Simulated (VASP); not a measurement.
Input of a VASP 6.6.1 run:

File INCAR:

```
SYSTEM = Sc5Al11N16
PREC     = Accurate       ! precision mode
ENCUT    = 520            ! plane-wave cutoff, eV
EDIFF    = 1E-6           ! SCF threshold, eV
ISMEAR   = 0              ! smearing method
SIGMA    = 0.01           ! smearing width, eV
LREAL    = Auto         
LASPH    = .TRUE.         ! aspherical terms in the spheres
NELM     = 80             ! most SCF steps
ALGO     = Normal         ! electronic algorithm
ISIF     = 2              ! what is computed and relaxed
LWAVE    = .FALSE.        ! write WAVECAR
LCHARG   = .FALSE.        ! write CHGCAR
GGA      = PE             ! functional
NBANDS   = 106            ! bands
```

KPOINTS

```
regular mesh
0
G
  4 4 3
  0 0 0
```

POSCAR

```
Sc5Al11N16
1.0
    6.5218157998     -0.0129897164     -0.0038359775
   -3.2721573243      5.6767946579      0.0089421609
   -0.0059864189      0.0126577225     10.1389761945
Al Sc N
11 5 16
Direct
    0.1665664491      0.3373104998      0.5055151557
    0.1639408858      0.8269642486     -0.0002876406
    0.3332507504      0.6661480636      0.2546865692
    0.1626047751      0.8265412826      0.4992969300
    0.3287675701      0.6683321685      0.7436061609
    0.6703658569      0.3376333816     -0.0041190505
    0.6724567789      0.3387632633      0.5039281659
    0.8323400579      0.1709757546      0.7434633302
    0.8323881939      0.6648062355      0.2503084746
    0.6671593165      0.8306378159      0.5031202809
    0.8385005853      0.6625332424      0.7472851738
    0.1660321636      0.3411794526     -0.0094624024
    0.3348667117      0.1670488816      0.2471706423
    0.3343729466      0.1603649568      0.7409608118
    0.8319982459      0.1685150198      0.2526534368
    0.6646546547      0.8312009173     -0.0097479158
    0.1755129729      0.3530664563      0.1959106532
    0.3338372936      0.1670781649      0.4602049705
    0.1601130275      0.3436562307      0.6949817336
    0.3397339661      0.1549537228      0.9511254355
    0.1568490452      0.8112657525      0.1910739058
    0.3344459883      0.6671455295      0.4458379600
    0.1545810151      0.8109351464      0.6844080455
    0.3239130250      0.6816218042      0.9289932990
    0.6784459499      0.3545919990      0.1844717530
    0.8328647979      0.1656195301      0.4586151667
    0.6866686701      0.3458062260      0.6890394148
    0.8201966878      0.1753940557      0.9326314141
    0.6574664999      0.8158425661      0.1985782773
    0.8324403600      0.6657409810      0.4416923539
    0.6681158628      0.8308037258      0.6950176953
    0.8445488955      0.6575229247      0.9350397991
```

Potentials or basis: VASP PAW PBE potentials, release 64 (Al, Sc_sv, N).

Run with:

```sh
$ cat potpaw_PBE.64/Al/POTCAR potpaw_PBE.64/Sc_sv/POTCAR potpaw_PBE.64/N/POTCAR > POTCAR
$ mpirun -np 1 vasp_std > vasp.out
```

Estimate the largest force.

0.085 eV/Å.

What does it give for the band gap on the k mesh?

3.44 eV.

Stress tensor (GPa, compression positive):
```
 0.77 -0.03  0.00
-0.03  0.80  0.00
 0.00  0.00  1.28
```

Caveat: an odd mesh through Γ misses points on the zone boundary, where band edges can lie.
